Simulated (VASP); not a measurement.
# Bi (R-3m) in VASP: settings compared

Aim: see how the results for Bi move with the level of theory and the settings. Levels: LDA, HSE06, PBEsol. Tasks: single point, relaxation of cell and atoms.

Everything below comes from runs of VASP 6.6.1. Logs are shortened: lines on timing, memory, paths and dates and some standing lists are left out, and cuts for length are marked.

**1. The cell of the first run**

The structure is trigonal, space group R-3m (No. 166). Conventional cell: a = 4.595 Å, b = 4.595 Å, c = 11.969 Å, α = 90.00°, β = 90.00°, γ = 120.00°. Within 4.1 Å of Bi (site symmetry 3m) lie 6 Bi at 3.10 to 3.56 Å.

**2. Single point, LDA (volume scaled by 1.04)**

Input file INCAR:

```
ALGO     = Normal         # electronic algorithm
EDIFF    = 1E-6           # SCF threshold, eV
ENCUT    = 520            # plane-wave cutoff, eV
GGA      = CA             # functional
ISIF     = 2              # what is computed and relaxed
ISMEAR   = -1             # smearing method
LASPH    = True           # aspherical terms in the spheres
LCHARG   = False          # write CHGCAR
LREAL    = False          # projectors in reciprocal space
LWAVE    = False          # write WAVECAR
NBANDS   = 22             # bands
NELM     = 60             # most SCF steps
PREC     = Accurate       # precision mode
SIGMA    = 0.05           # smearing width, eV
```

Input file KPOINTS:

```
k-points
0
Gamma
  7 7 7
```

Input file POSCAR:

```
Bi
1.0
    2.2973389482      1.3263692602      3.9898217322
   -2.2973389482      1.3263692602      3.9898217322
    0.0000000000     -2.6527385203      3.9898217322
Bi
2
Direct
    0.7660000000      0.7660000000      0.7660000000
    0.2340000000      0.2340000000      0.2340000000
```

Potentials or basis: VASP PAW LDA potentials, release 64 (Bi_d).

Run with:

```console
cat potpaw_LDA.64/Bi_d/POTCAR > POTCAR
mpirun -np 1 vasp_std > vasp.out
```

OUTCAR:

```text
EDIFF = 1E-6
   ENCUT = 520
   GGA = CA
   ISIF = 2
   ISMEAR = -1
   LASPH = True
   LREAL = False
   NELM = 60
   PREC = Accurate

 ion  position               nearest neighbor table
   1  0.766  0.766  0.766-   2 3.10   2 3.10   2 3.10   2 3.56   2 3.56   2 3.56
   2  0.234  0.234  0.234-   1 3.10   1 3.10   1 3.10   1 3.56   1 3.56   1 3.56

  LATTYP: Found a trigonal (rhomboedric) cell.
 ALAT       =     4.7912106103
 COS(alpha) =     0.5401781303

  Lattice vectors:

 A1 = (   2.2973389482,   1.3263692602,   3.9898217322)
 A2 = (  -2.2973389482,   1.3263692602,   3.9898217322)
 A3 = (   0.0000000000,  -2.6527385203,   3.9898217322)

Analysis of symmetry for initial positions (statically):
=====================================================================
 Subroutine PRICEL returns:
 Original cell was already a primitive cell.

 Routine SETGRP: Setting up the symmetry group for a
 trigonal (rhombohedral) supercell.

 Subroutine GETGRP returns: Found 12 space group operations
 (whereof 12 operations were pure point group operations)
 out of a pool of 12 trial point group operations.

The static configuration has the point symmetry D_3d.

Analysis of symmetry for dynamics (positions and initial velocities):
=====================================================================
 Subroutine PRICEL returns:
 Original cell was already a primitive cell.

 Routine SETGRP: Setting up the symmetry group for a
 trigonal (rhombohedral) supercell.

 Subroutine GETGRP returns: Found 12 space group operations
 (whereof 12 operations were pure point group operations)
 out of a pool of 12 trial point group operations.

The dynamic configuration has the point symmetry D_3d.

 Subroutine INISYM returns: Found 12 space group operations
 (whereof 12 operations are pure point group operations),
 and found     1 'primitive' translations

----------------------------------------------------------------------------------------

                                     Primitive cell

  volume of cell :      72.9448

  direct lattice vectors                    reciprocal lattice vectors
     2.297338948  1.326369260  3.989821732     0.217643113  0.125656310  0.083545922
    -2.297338948  1.326369260  3.989821732    -0.217643113  0.125656310  0.083545922
     0.000000000 -2.652738520  3.989821732     0.000000000 -0.251312620  0.083545922
[... 78 lines left out ...]
   ISPIN  =      1    spin polarized calculation?
   LNONCOLLINEAR =      F non collinear calculations
   LSORBIT =      F    spin-orbit coupling
   LASPH  =      T    aspherical Exc in radial PAW
   ENCUT  =  520.0 eV  38.22 Ry    6.18 a.u.   8.91  8.91  8.91*2*pi/ulx,y,z
   NELM   =     60;   NELMIN=  2; NELMDL= -5     # of ELM steps
   EDIFF  = 0.1E-05   stopping-criterion for ELM
   LREAL  =      F    real-space projection
   EDIFFG = 0.1E-04   stopping-criterion for IOM
   NSW    =      0    number of steps for IOM
   IBRION =     -1    ionic relax: 0-MD 1-quasi-New 2-CG
   NFREE  =      0    steps in history (QN), initial steepest desc. (CG)
   ISIF   =      2    stress and relaxation
   ISYM   =      2    0-nonsym 1-usesym 2-fastsym
   POTIM  = 0.5000    time-step for ionic-motion
   TEBEG  =    0.0;   TEEND  =   0.0 temperature during run
   PSTRESS=    0.0 pullay stress
   NELECT =      30.0000    total number of electrons
   NUPDOWN=      -1.0000    fix difference up-down
   EMIN   =  10.00;   EMAX   =-10.00  energy-range for DOS
   EFERMI =   0.00;   METHOD = LEGACY
   ISMEAR =    -1;   SIGMA  =   0.05  broadening in eV -4-tet -1-fermi 0-gaus
   EFERMI_NEDOS =   21; number of points for ismear=-14 and -15
   IALGO  =     38    algorithm
   IMIX   =      4    mixing-type and parameters
     AMIX     =   0.40;   BMIX     =  1.00
     AMIX_MAG =   1.60;   BMIX_MAG =  1.00
  volume/ion in A,a.u.               =      36.47       246.13
  Fermi-wavevector in a.u.,A,eV,Ry     =   1.217448  2.300644 20.166285  1.482180
  Thomas-Fermi vector in A             =   2.352768
   LORBIT       =      0    0 simple, 1 ext, 2 COOP (PROOUT), +10 PAW based schemes
   GGA     = CA    functional components
   LHFCALC =     F    Hartree Fock is set to
   AEXX    =    0.0000 exact exchange contribution
   IVDW    =     0    specifies the selected vdW correction
   LEPSILON=     F    determine dielectric tensor
   LRPA    =     F    only Hartree local field effects (RPA)
 non-spin polarized calculation
  energy-cutoff  :      520.00
  volume of cell :       72.94
 maximum number of plane-waves:      1986
   NGX = 17   NGY = 17   NGZ = 17

 number of electron      29.9999999 magnetization

 Free energy of the ion-electron system (eV)
  ---------------------------------------------------
  ext. energy  EPLUGINS =         0.00000000
  ---------------------------------------------------
  free energy    TOTEN  =        -9.09320332 eV

  energy without entropy =       -9.09170484  energy(sigma->0) =       -9.09245408

 E-fermi :   5.5627     XC(G=0):  -9.6368

 val. band max:        5.4168177738   @ k =   0.4286   0.2857   0.2857
 cond. band min:       5.6684896124   @ k =   0.4286   0.0000  -0.0000
 fundamental gap:      0.2516718386
 Fermi energy:         5.5627111161

 k-point     1 :       0.0000    0.0000    0.0000
  band No.  band energies     occupation
      1     -17.1465      2.00000
      2     -17.1465      2.00000
      3     -17.0071      2.00000
      4     -17.0071      2.00000
      5     -16.9936      2.00000
      6     -16.8432      2.00000
[... 589 lines left out ...]
     21      13.7313      0.00000
     22      14.5442      0.00000

 [... further k-points ...]

------------------------ aborting loop because EDIFF is reached ----------------------------------------

  FORCE on cell =-STRESS in cart. coord.  units (eV):
  Direction    XX          YY          ZZ          XY          YZ          ZX
  --------------------------------------------------------------------------------------
  -------------------------------------------------------------------------------------
  Total       -1.4527614     -1.4527614     -1.3979904      0.0000000     -0.0000000      0.0000000
  in kB      -31.9088094    -31.9088094    -30.7058071      0.0000000     -0.0000000      0.0000000
  external PRESSURE =     -31.5078087 kB  Pullay stress =       0.0000000 kB

 VOLUME and BASIS-vectors are now :
 -----------------------------------------------------------------------------
  energy-cutoff  :      520.00
  volume of cell :       72.94
      direct lattice vectors                 reciprocal lattice vectors
     2.297338948  1.326369260  3.989821732     0.217643113  0.125656310  0.083545922
    -2.297338948  1.326369260  3.989821732    -0.217643113  0.125656310  0.083545922
     0.000000000 -2.652738520  3.989821732     0.000000000 -0.251312620  0.083545922

 POSITION                                       TOTAL-FORCE (eV/Angst)
 -----------------------------------------------------------------------------------
      0.00000      0.00000      9.16861         0.000000      0.000000      0.098995
      0.00000      0.00000      2.80085         0.000000     -0.000000     -0.098995
 -----------------------------------------------------------------------------------
    total drift:                               -0.000000      0.000000     -0.000000

  FREE ENERGIE OF THE ION-ELECTRON SYSTEM (eV)
  ---------------------------------------------------
  free  energy   TOTEN  =        -9.0932033183 eV

  energy  without entropy=       -9.0917048382  energy(sigma->0) =       -9.09245408
```

Wall time 31 s (1 thread of Intel Xeon 6975P-C, shared host); peak memory 0.2 GiB.

What came out:

| Item | Value |
| --- | --- |
| Free energy | -9.0932 eV |
| Pressure | -3.2 GPa |
| Largest force | 0.099 eV/Å |
| Band gap on the k mesh | 0.25 eV, indirect (least direct gap 0.50 eV) |

Forces in eV/Å, atoms in the order of the input:
```
Bi   0.000  0.000  0.099
Bi   0.000  0.000 -0.099
```

Levels at points of the mesh, in eV from the valence-band top:
```
           k point  band 12  band 13  band 14  band 15  band 16  band 17  band 18  band 19
(0.00, 0.00, 0.00)    -7.37    -1.15    -0.92    -0.92     2.68     3.12     3.12     5.91
```

Caveat: spin-orbit coupling is left out, which moves the levels of the heavy elements. A k mesh can miss the band edges.

**3. Single point, LDA (volume scaled by 1.06)**

Input file INCAR:

```
PREC = Accurate
ENCUT = 520
EDIFF = 1E-6
ISMEAR = -1
SIGMA = 0.05
LREAL = False
LASPH = True
NELM = 60
ALGO = Normal
ISIF = 2
LWAVE = False
LCHARG = False
NBANDS = 22
```

Input file KPOINTS:

```
Automatic mesh
0
Gamma
  7 7 7
```

Input file POSCAR:

```
Bi
1.0
    2.3119720748      1.3348176998      4.0152352947
   -2.3119720748      1.3348176998      4.0152352947
    0.0000000000     -2.6696353996      4.0152352947
Bi
2
Direct
    0.7660000000      0.7660000000      0.7660000000
    0.2340000000      0.2340000000      0.2340000000
```

Potentials or basis: VASP PAW LDA potentials, release 64 (Bi_d).

Run with:

```console
cat potpaw_LDA.64/Bi_d/POTCAR > POTCAR
mpirun -np 1 vasp_std > vasp.out
```

Run time: 34 s. Hardware: 1 thread of Intel Xeon 6975P-C, shared host; peak memory 0.2 GiB.

The run converged. Its results:

- Free energy: -9.0631 eV
- Pressure: -3.8 GPa
- Largest force: 0.174 eV/Å
- Band gap on the k mesh: 0.24 eV, indirect (least direct gap 0.49 eV)

Forces on the atoms (eV/Å):
```
Bi   0.000  0.000  0.174
Bi   0.000  0.000 -0.174
```

Stress tensor (GPa, compression positive):
```
-3.93  0.00  0.00
 0.00 -3.93  0.00
 0.00  0.00 -3.68
```

Levels at points of the mesh, in eV from the valence-band top:
| k point | band 13 | band 14 | band 15 | band 16 | band 17 | band 18 |
| --- | --- | --- | --- | --- | --- | --- |
| (0.00, 0.00, 0.00) | -1.12 | -0.89 | -0.89 | 2.65 | 3.07 | 3.07 |

Caveat: spin-orbit coupling is left out, which moves the levels of the heavy elements. A k mesh can miss the band edges.

[end of part 1 of 2]
